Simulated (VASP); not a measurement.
# ReI4 (Im-3m) in VASP: further runs

Runs on ReI4. Level: PBE. Tasks: single point.

Everything below comes from runs of VASP 6.6.1. Logs are shortened: lines on timing, memory, paths and dates and some standing lists are left out, and cuts for length are marked.

## 1. The cell of the first run

The structure is cubic, space group Im-3m (No. 229). The conventional cell has a = 7.071 Å, b = 7.071 Å, c = 7.071 Å, α = 90.00°, β = 90.00°, γ = 90.00°. Re (site symmetry m-3m) has 8 I at 3.06 Å within 4.0 Å. Within 4.0 Å of I (site symmetry -3m) lie 2 Re at 3.06 Å and 6 I at 3.54 Å.

## 2. Single point, PBE, collinear spin, ferromagnetic start

The input, INCAR:

```
PREC = Accurate
ENCUT = 520
EDIFF = 1E-6
ISMEAR = 0
SIGMA = 0.1
LREAL = False
LASPH = True
NELM = 150
ALGO = Normal
ISIF = 2
LWAVE = False
LCHARG = True
ISPIN = 2
MAGMOM = 2.93 0 0 0 0
LORBIT = 11
LMAXMIX = 4
GGA = PE
LELF = True
LVHAR = True
NBANDS = 30
```

The input, KPOINTS:

```
regular mesh
0
Gamma
  8 8 8
```

The input, POSCAR:

```
ReI4
1.0
   -3.5356012665      3.5356012665      3.5356012665
    3.5356012665     -3.5356012665      3.5356012665
    3.5356012665      3.5356012665     -3.5356012665
Re I
1 4
Direct
    0.0000000000      0.0000000000      0.0000000000
    0.5000000000      0.5000000000      0.5000000000
    0.5000000000      0.0000000000      0.0000000000
    0.0000000000      0.0000000000      0.5000000000
    0.0000000000      0.5000000000      0.0000000000
```

Potentials or basis: VASP PAW PBE potentials, release 64 (Re, I).

Started as:

```
cat potpaw_PBE.64/Re/POTCAR potpaw_PBE.64/I/POTCAR > POTCAR
mpirun -np 1 vasp_std > vasp.out
```

OUTCAR:

```text
PREC = Accurate
   ENCUT = 520
   EDIFF = 1E-6
   ISMEAR = 0
   LREAL = False
   LASPH = True
   NELM = 150
   ISIF = 2
   ISPIN = 2
   LORBIT = 11
   GGA = PE

 ion  position               nearest neighbor table
   1  0.000  0.000  0.000-   2 3.06   3 3.06   4 3.06   5 3.06   4 3.06   5 3.06   3 3.06   2 3.06

   2  0.500  0.500  0.500-   1 3.06   1 3.06   4 3.54   5 3.54   3 3.54   5 3.54   4 3.54   3 3.54

   3  0.500  0.000  0.000-   1 3.06   1 3.06   4 3.54   5 3.54   2 3.54   2 3.54   4 3.54   5 3.54

   4  0.000  0.000  0.500-   1 3.06   1 3.06   3 3.54   5 3.54   2 3.54   5 3.54   3 3.54   2 3.54

   5  0.000  0.500  0.000-   1 3.06   1 3.06   3 3.54   4 3.54   2 3.54   4 3.54   2 3.54   3 3.54

  LATTYP: Found a body centered cubic cell.
 ALAT       =     7.0712025330

  Lattice vectors:

 A1 = (  -3.5356012665,   3.5356012665,   3.5356012665)
 A2 = (   3.5356012665,  -3.5356012665,   3.5356012665)
 A3 = (   3.5356012665,   3.5356012665,  -3.5356012665)

Analysis of symmetry for initial positions (statically):
=====================================================================
 Subroutine PRICEL returns:
 Original cell was already a primitive cell.

 Routine SETGRP: Setting up the symmetry group for a
 body centered cubic supercell.

 Subroutine GETGRP returns: Found 48 space group operations
 (whereof 48 operations were pure point group operations)
 out of a pool of 48 trial point group operations.

The static configuration has the point symmetry O_h .

Analysis of symmetry for dynamics (positions and initial velocities):
=====================================================================
 Subroutine PRICEL returns:
 Original cell was already a primitive cell.

 Routine SETGRP: Setting up the symmetry group for a
 body centered cubic supercell.

 Subroutine GETGRP returns: Found 48 space group operations
 (whereof 48 operations were pure point group operations)
 out of a pool of 48 trial point group operations.

The dynamic configuration has the point symmetry O_h .

Analysis of structural, dynamic, and magnetic symmetry:
=====================================================================
 Subroutine PRICEL returns:
 Original cell was already a primitive cell.

 Routine SETGRP: Setting up the symmetry group for a
 body centered cubic supercell.

 Subroutine GETGRP returns: Found 48 space group operations
 (whereof 48 operations were pure point group operations)
 out of a pool of 48 trial point group operations.

The overall configuration has the point symmetry O_h .

 Subroutine INISYM returns: Found 48 space group operations
 (whereof 48 operations are pure point group operations),
 and found     1 'primitive' translations

----------------------------------------------------------------------------------------

                                     Primitive cell

  volume of cell :     176.7868

  direct lattice vectors                    reciprocal lattice vectors
    -3.535601267  3.535601267  3.535601267     0.000000000  0.141418662  0.141418662
     3.535601267 -3.535601267  3.535601267     0.141418662  0.000000000  0.141418662
     3.535601267  3.535601267 -3.535601267     0.141418662  0.141418662  0.000000000

  length of vectors
     6.123841029  6.123841029  6.123841029     0.199996190  0.199996190  0.199996190

  position of ions in fractional coordinates (direct lattice)
     0.000000000  0.000000000  0.000000000
     0.500000000  0.500000000  0.500000000
     0.500000000  0.000000000  0.000000000
     0.000000000  0.000000000  0.500000000
     0.000000000  0.500000000  0.000000000

  ion indices of the primitive-cell ions
   primitive index   ion index
                 1           1
                 2           2
                 3           3
                 4           4
                 5           5
[... 21 lines left out ...]

 Subroutine IBZKPT returns following result:
 ===========================================

 Found     29 irreducible k-points:

 Following reciprocal coordinates:
            Coordinates               Weight
  0.000000  0.000000  0.000000      1.000000
  0.125000  0.000000  0.000000     12.000000
  0.250000  0.000000  0.000000     12.000000
  0.375000  0.000000  0.000000     12.000000
  0.500000  0.000000  0.000000      6.000000
  0.125000  0.125000  0.000000     24.000000
[... 16 lines left out ...]
 -0.250000  0.250000  0.250000      6.000000
 -0.375000  0.375000  0.250000     24.000000
 [... further k-points ...]
   k-points           NKPTS =     29   k-points in BZ     NKDIM =     29   number of bands    NBANDS=     30
   number of dos      NEDOS =    301   number of ions     NIONS =      5
   total plane-waves  NPLWV = 110592
   dimension x,y,z NGX =    48 NGY =   48 NGZ =   48
   dimension x,y,z NGXF=    96 NGYF=   96 NGZF=   96
   ions per type =               1   4
   NGX,Y,Z   is equivalent  to a cutoff of  13.03, 13.03, 13.03 a.u.
   NGXF,Y,Z  is equivalent  to a cutoff of  26.06, 26.06, 26.06 a.u.
 SYSTEM =  unknown system
   PREC   = accura    normal or accurate (medium, high low for compatibility)
   ISTART =      0    job   : 0-new  1-cont  2-samecut
   ICHARG =      2    charge: 1-file 2-atom 10-const
   ISPIN  =      2    spin polarized calculation?
   LNONCOLLINEAR =      F non collinear calculations
   LSORBIT =      F    spin-orbit coupling
   LASPH  =      T    aspherical Exc in radial PAW
   ENCUT  =  520.0 eV  38.22 Ry    6.18 a.u.  11.39 11.39 11.39*2*pi/ulx,y,z
   NELM   =    150;   NELMIN=  2; NELMDL= -5     # of ELM steps
   EDIFF  = 0.1E-05   stopping-criterion for ELM
   LREAL  =      F    real-space projection
   EDIFFG = 0.1E-04   stopping-criterion for IOM
   NSW    =      0    number of steps for IOM
   IBRION =     -1    ionic relax: 0-MD 1-quasi-New 2-CG
   NFREE  =      0    steps in history (QN), initial steepest desc. (CG)
   ISIF   =      2    stress and relaxation
   ISYM   =      2    0-nonsym 1-usesym 2-fastsym
   POTIM  = 0.5000    time-step for ionic-motion
   TEBEG  =    0.0;   TEEND  =   0.0 temperature during run
   PSTRESS=    0.0 pullay stress
   NELECT =      35.0000    total number of electrons
   NUPDOWN=      -1.0000    fix difference up-down
   EMIN   =  10.00;   EMAX   =-10.00  energy-range for DOS
   EFERMI =   0.00;   METHOD = LEGACY
   ISMEAR =     0;   SIGMA  =   0.10  broadening in eV -4-tet -1-fermi 0-gaus
   EFERMI_NEDOS =   21; number of points for ismear=-14 and -15
   IALGO  =     38    algorithm
   IMIX   =      4    mixing-type and parameters
     AMIX     =   0.40;   BMIX     =  1.00
     AMIX_MAG =   1.60;   BMIX_MAG =  1.00
  volume/ion in A,a.u.               =      35.36       238.60
  Fermi-wavevector in a.u.,A,eV,Ry     =   0.954145  1.803072 12.386636  0.910392
  Thomas-Fermi vector in A             =   2.082864
   LORBIT       =     11    0 simple, 1 ext, 2 COOP (PROOUT), +10 PAW based schemes
   GGA     = PE    functional components
   LHFCALC =     F    Hartree Fock is set to
   AEXX    =    0.0000 exact exchange contribution
   IVDW    =     0    specifies the selected vdW correction
   LEPSILON=     F    determine dielectric tensor
   LRPA    =     F    only Hartree local field effects (RPA)
 spin polarized calculation
 Gauss-broadening in eV      SIGMA  =   0.10
  energy-cutoff  :      520.00
  volume of cell :      176.79
 maximum number of plane-waves:      4784
 NGX is ok and might be reduce to    48
   NGX = 23   NGY = 23   NGZ = 23

 number of electron      35.0000003 magnetization       3.2005318

 Free energy of the ion-electron system (eV)
  ---------------------------------------------------
  ext. energy  EPLUGINS =         0.00000000
  ---------------------------------------------------
  free energy    TOTEN  =       -14.08508499 eV

  energy without entropy =      -14.05403664  energy(sigma->0) =      -14.06956082

 E-fermi :   4.1310     XC(G=0):  -8.7677

 val. band max:        4.1246583570   @ k =   0.5000   0.5000   0.3750
 cond. band min:       4.1506718440   @ k =  -0.3750   0.3750   0.1250
 fundamental gap:      0.0260134870
 Fermi energy:         4.1309725135

 spin component 1

 k-point     1 :       0.0000    0.0000    0.0000
  band No.  band energies     occupation
      1      -9.6572      1.00000
      2      -8.1362      1.00000
      3      -8.1362      1.00000
      4      -8.1362      1.00000
      5      -0.5025      1.00000
      6      -0.5025      1.00000
[... 757 lines left out ...]
     28      11.2148      0.00000
     29      11.4091      0.00000

 [... further k-points ...]

 spin component 2

 k-point     1 :       0.0000    0.0000    0.0000
  band No.  band energies     occupation
      1      -9.6112      1.00000
      2      -8.1155      1.00000
      3      -8.1155      1.00000
      4      -8.1155      1.00000
      5      -0.4315      1.00000
      6      -0.4315      1.00000
[... 757 lines left out ...]
     28      11.3040      0.00000
     29      11.5175      0.00000

 [... further k-points ...]

 [bands above 29 left out]

------------------------ aborting loop because EDIFF is reached ----------------------------------------

  FORCE on cell =-STRESS in cart. coord.  units (eV):
  Direction    XX          YY          ZZ          XY          YZ          ZX
  --------------------------------------------------------------------------------------
  -------------------------------------------------------------------------------------
  Total       -0.1493808     -0.1493808     -0.1493808     -0.0000000     -0.0000000     -0.0000000
  in kB       -1.3538030     -1.3538030     -1.3538030     -0.0000000     -0.0000000     -0.0000000
  external PRESSURE =      -1.3538030 kB  Pullay stress =       0.0000000 kB

 VOLUME and BASIS-vectors are now :
 -----------------------------------------------------------------------------
  energy-cutoff  :      520.00
  volume of cell :      176.79
      direct lattice vectors                 reciprocal lattice vectors
    -3.535601267  3.535601267  3.535601267     0.000000000  0.141418662  0.141418662
     3.535601267 -3.535601267  3.535601267     0.141418662  0.000000000  0.141418662
     3.535601267  3.535601267 -3.535601267     0.141418662  0.141418662  0.000000000

 POSITION                                       TOTAL-FORCE (eV/Angst)
 -----------------------------------------------------------------------------------
      0.00000      0.00000      0.00000        -0.000000      0.000000     -0.000000
      1.76780      1.76780      1.76780         0.000000     -0.000000      0.000000
     -1.76780      1.76780      1.76780        -0.000000     -0.000000     -0.000000
      1.76780      1.76780     -1.76780        -0.000000      0.000000      0.000000
      1.76780     -1.76780      1.76780         0.000000      0.000000      0.000000
 -----------------------------------------------------------------------------------
    total drift:                                0.000000      0.000000     -0.000000

  FREE ENERGIE OF THE ION-ELECTRON SYSTEM (eV)
  ---------------------------------------------------
  free  energy   TOTEN  =       -14.0850849886 eV

  energy  without entropy=      -14.0540366446  energy(sigma->0) =      -14.06956082

 total charge

# of ion       s       p       d       tot
------------------------------------------
    1        0.411   0.216   4.600   5.227
    2        1.541   2.654   0.033   4.228
    3        1.541   2.654   0.033   4.228
    4        1.541   2.654   0.033   4.228
    5        1.541   2.654   0.033   4.228
--------------------------------------------------
tot          6.575  10.834   4.731  22.139

 magnetization (x)

# of ion       s       p       d       tot
------------------------------------------
    1        0.096   0.035   2.606   2.737
    2        0.006  -0.003   0.006   0.009
    3        0.006  -0.003   0.006   0.009
    4        0.006  -0.003   0.006   0.009
    5        0.006  -0.003   0.006   0.009
--------------------------------------------------
tot          0.122   0.022   2.630   2.774
```

Run time: 5.8 min. Hardware: 1 thread of Intel Xeon Platinum 8488C (Sapphire Rapids), shared host; peak memory 0.53 GiB.

What came out:

| Item | Value |
| --- | --- |
| Free energy | -14.0851 eV |
| Pressure | -0.1 GPa |
| Net moment | 3.20 μB per cell |
| Site moments | Re +2.74; I +0.01 μB |
| Valence electrons inside the program's atomic spheres | Re 5.23; I 4.23 |

Levels at points of the mesh, in eV from the Fermi level:
Spin up:
```
           k point  band 16  band 17  band 18  band 19  band 20  band 21  band 22  band 23
(0.00, 0.00, 0.00)    -1.40    -0.76    -0.76    -0.76    -0.12     0.65     0.65     4.13
(0.50, 0.00, 0.00)    -1.40    -1.37    -1.11    -0.46    -0.17     1.67     3.14     4.26
(0.50, 0.50, 0.50)     0.09     0.09     0.09     1.80     1.80     1.80     3.55     3.55
```
Spin down:
| k point | band 13 | band 14 | band 15 | band 16 | band 17 | band 18 | band 19 | band 20 |
| --- | --- | --- | --- | --- | --- | --- | --- | --- |
| (0.00, 0.00, 0.00) | -0.73 | -0.31 | -0.31 | -0.22 | -0.20 | -0.08 | -0.08 | -0.08 |
| (0.50, 0.00, 0.00) | -1.84 | -1.76 | -0.31 | -0.14 | -0.12 | 0.02 | 0.47 | 0.61 |
| (0.50, 0.50, 0.50) | -1.07 | 0.15 | 0.15 | 0.15 | 0.67 | 0.67 | 2.71 | 2.71 |

Caveat: spin-orbit coupling is left out, which moves the levels of the heavy elements.

## 3. Single point, PBE, collinear spin, ferromagnetic start

The input, INCAR:

```
  PREC = Accurate
  ENCUT = 520
  EDIFF = 1E-6
  ISMEAR = 0
  SIGMA = 0.1
  LREAL = False
  LASPH = True
  NELM = 150
  ALGO = Normal
  ISIF = 2
  LWAVE = False
  LCHARG = True
  ISPIN = 2
  MAGMOM = 3.49 0 0 0 0
  LORBIT = 11
  LMAXMIX = 4
  GGA = PE
  LELF = True
  LVHAR = True
  NBANDS = 30
```

KPOINTS is that of step 2.

POSCAR is that of step 2.

Potentials or basis: VASP PAW PBE potentials, release 64 (Re, I).

Started as:

```
cat potpaw_PBE.64/Re/POTCAR potpaw_PBE.64/I/POTCAR > POTCAR
mpirun -np 1 vasp_std > vasp.out
```

Run time: 5.9 min. Hardware: 1 thread of Intel Xeon Platinum 8488C (Sapphire Rapids), shared host; peak memory 0.53 GiB.

Results (log left out):

- Free energy: -14.0851 eV
- Pressure: -0.1 GPa
- Net moment: 3.20 μB per cell
- Site moments: Re +2.74; I +0.01 μB
- Valence electrons inside the program's atomic spheres: Re 5.23; I 4.23

Levels at points of the mesh, in eV from the Fermi level:
Spin up:
| k point | band 15 | band 16 | band 17 | band 18 | band 19 | band 20 | band 21 | band 22 | band 23 | band 24 |
| --- | --- | --- | --- | --- | --- | --- | --- | --- | --- | --- |
| (0.00, 0.00, 0.00) | -1.66 | -1.40 | -0.76 | -0.76 | -0.76 | -0.12 | 0.65 | 0.65 | 4.13 | 4.13 |
| (0.50, 0.00, 0.00) | -1.64 | -1.40 | -1.37 | -1.11 | -0.46 | -0.17 | 1.67 | 3.14 | 4.26 | 5.35 |
| (0.50, 0.50, 0.50) | -1.40 | 0.09 | 0.09 | 0.09 | 1.80 | 1.80 | 1.80 | 3.55 | 3.55 | 3.55 |
Spin down:
```csv
k point,band 12,band 13,band 14,band 15,band 16,band 17,band 18,band 19,band 20,band 21
"(0.00, 0.00, 0.00)",-0.73,-0.73,-0.31,-0.31,-0.22,-0.21,-0.08,-0.08,-0.08,0.71
"(0.50, 0.00, 0.00)",-2.60,-1.84,-1.76,-0.31,-0.14,-0.12,0.02,0.47,0.61,2.66
"(0.50, 0.50, 0.50)",-1.07,-1.07,0.15,0.15,0.15,0.67,0.67,2.71,2.71,2.71
```

Caveat: spin-orbit coupling is left out, which moves the levels of the heavy elements.
